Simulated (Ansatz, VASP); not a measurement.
# One calculation of Be5Te2, two programs

```
Be Te
1.0
     3.83197    0.00000    0.00000
    -1.91598    3.31858    0.00000
     0.00000    0.00000    9.15135
Be Te
5 2
Direct
  0.00000 0.00000 0.00043
  0.00000 0.00000 0.76120
  0.66667 0.33333 0.95158
  0.33333 0.66667 0.99742
  0.66667 0.33333 0.37815
  0.33333 0.66667 0.28194
  0.66667 0.33333 0.64927
```

Alike in both runs: functional PBE; k mesh 12 × 12 × 4; occupations gaussian, width 0.1 eV; no spin polarisation.

Ansatz relaxed the structure, and its values are those at the end. VASP's run is a single point on that final structure, the one shown.

|  | VASP | Ansatz |
| --- | --- | --- |
| version | VASP 6.6.1 | Ansatz 0.2.0 |
| potentials or method | VASP PAW PBE potentials, release 64 (Be, Te), cutoff 520 eV | scalar-relativistic, plane waves, PAW |
| valence electrons in the cell | 22 | 42 |

```tsv
	VASP	Ansatz	Ansatz less VASP
gap on the k mesh at the Fermi level (eV)	none	none	-
pressure (GPa)	0.1	0.0	-0.13
rms of the force components (eV/Å)	0.007	0.000	-0.0068
```

A gap of «none» marks a metal or a gap that the smearing closes. VASP's potentials hold 22 valence electrons a cell and Ansatz's 42, so a difference there can come from the potentials and not from the codes.

Neither program's run includes spin-orbit coupling.
